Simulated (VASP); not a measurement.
NiMo18S36 (a cell with a defect): single point with PBE

The system is NiMo18S36 (a cell with a defect).

```
Mo S Ni
1.0
     9.36699    0.00000    0.00000
    -4.68349    8.11205    0.00000
     0.00000    0.00000   12.08270
Mo S Ni
18 36 1
Direct
  0.21438 0.10714 0.25309
  0.11451 0.22685 0.74746
  0.21484 0.44140 0.25278
  0.11402 0.55957 0.74758
  0.21683 0.77544 0.25127
  0.11397 0.89358 0.74750
  0.55117 0.10751 0.25302
  0.44635 0.22414 0.74407
  0.54875 0.44081 0.25108
  0.44643 0.56123 0.74455
  0.55117 0.77706 0.25265
  0.44824 0.89365 0.74740
  0.88365 0.10889 0.25130
  0.78099 0.22686 0.74770
  0.88400 0.44140 0.25230
  0.78307 0.56109 0.74537
  0.88370 0.77647 0.25225
  0.78098 0.89331 0.74785
  0.22292 0.11420 0.61707
  0.10495 0.21974 0.38142
  0.22712 0.11631 0.87580
  0.10609 0.22003 0.12277
  0.22327 0.44810 0.61728
  0.10580 0.55445 0.38144
  0.22692 0.44983 0.87601
  0.10537 0.55291 0.12238
  0.22534 0.78221 0.61867
  0.10531 0.88501 0.38155
  0.22560 0.78244 0.87669
  0.10506 0.88648 0.12247
  0.56011 0.11441 0.61715
  0.43929 0.22046 0.38032
  0.55770 0.11619 0.87589
  0.43209 0.20644 0.12146
  0.55914 0.44926 0.61651
  0.43963 0.55241 0.38003
  0.55770 0.44804 0.86890
  0.43300 0.55833 0.12108
  0.56007 0.78454 0.61739
  0.43808 0.88562 0.38170
  0.55778 0.78087 0.87615
  0.43998 0.88685 0.12259
  0.89197 0.11551 0.61875
  0.77335 0.22010 0.38121
  0.89241 0.11588 0.87724
  0.77226 0.21983 0.12255
  0.89298 0.44816 0.61768
  0.77002 0.55197 0.37962
  0.89177 0.44970 0.87645
  0.78064 0.55712 0.12054
  0.89282 0.78398 0.61771
  0.77306 0.88722 0.38104
  0.89184 0.78123 0.87649
  0.77239 0.88666 0.12237
  0.54483 0.43733 0.03966
```

```
Program             : VASP 6.6.1
Task                : single point
Functional          : PBE
Potentials or basis : VASP PAW PBE potentials, release 64 (Mo_sv, S, Ni)
Cutoff              : 520 eV
k mesh              : 1 × 1 × 1
Occupations         : fermi-dirac, width 0.01 eV
Spin                : no spin polarisation
```

| Property | Result |
| --- | --- |
| Pressure | 8.5 GPa |
| Largest force | 0.246 eV/Å |
| Band gap on the k mesh | 0.99 eV |

Forces in eV/Å, atoms in the order of the input:
```
Mo   0.003  0.005 -0.004
Mo  -0.008 -0.009  0.002
Mo   0.004 -0.005  0.001
Mo  -0.008 -0.008 -0.002
Mo   0.002 -0.001  0.002
Mo  -0.008 -0.010  0.000
Mo  -0.003  0.003 -0.004
Mo  -0.010 -0.010  0.003
Mo   0.008  0.009  0.002
Mo  -0.010 -0.010  0.000
Mo  -0.001  0.000  0.005
Mo  -0.008 -0.008 -0.001
Mo   0.001 -0.001  0.001
Mo  -0.008 -0.009  0.000
Mo   0.004 -0.003  0.006
Mo  -0.006 -0.010 -0.007
Mo   0.006  0.004  0.008
Mo  -0.008 -0.008 -0.002
S   -0.007 -0.008  0.017
S    0.003 -0.001 -0.016
S   -0.008 -0.015 -0.010
S   -0.004 -0.003  0.011
S   -0.006 -0.010  0.013
S    0.006 -0.001 -0.015
S   -0.011 -0.006 -0.014
S    0.003 -0.003  0.015
S   -0.008 -0.010  0.013
S    0.009  0.006 -0.014
S   -0.008 -0.008 -0.012
S    0.002  0.001  0.013
S   -0.007 -0.008  0.016
S    0.001  0.005 -0.016
S   -0.006 -0.009 -0.010
S    0.000  0.000  0.011
S   -0.011 -0.011  0.013
S    0.002 -0.002 -0.014
S   -0.009 -0.004 -0.032
S   -0.014  0.011  0.012
S   -0.007 -0.008  0.014
S   -0.002  0.003 -0.015
S   -0.006 -0.010 -0.012
S    0.002  0.001  0.011
S   -0.004 -0.008  0.013
S   -0.002 -0.002 -0.015
S   -0.010 -0.009 -0.014
S    0.003  0.001  0.012
S   -0.007 -0.008  0.011
S    0.006  0.000 -0.011
S   -0.011 -0.008 -0.017
S    0.033  0.019  0.017
S   -0.009 -0.007  0.012
S    0.000  0.000 -0.013
S   -0.010 -0.011 -0.018
S    0.003 -0.004  0.015
Ni   0.145  0.198  0.019
```

Stress tensor (GPa, compression positive):
```
 8.88  0.00 -0.05
 0.00  8.87 -0.07
-0.05 -0.07  7.65
```

Levels at points of the mesh, in eV from the valence-band top:
| k point | band 235 | band 236 | band 237 | band 238 | band 239 | band 240 | band 241 | band 242 | band 243 | band 244 |
| --- | --- | --- | --- | --- | --- | --- | --- | --- | --- | --- |
| (0.00, 0.00, 0.00) | -0.93 | -0.86 | -0.62 | -0.61 | 0.00 | 0.99 | 0.99 | 1.09 | 1.10 | 1.21 |

Wall time 22 min on 1 thread of AMD EPYC 7R13, on a shared host, peak memory 0.89 GiB.

Caveat: the k points lie up to 0.77 Å⁻¹ apart. Spin polarisation is off, so any magnetic state and its effect on volume and gap are missing.
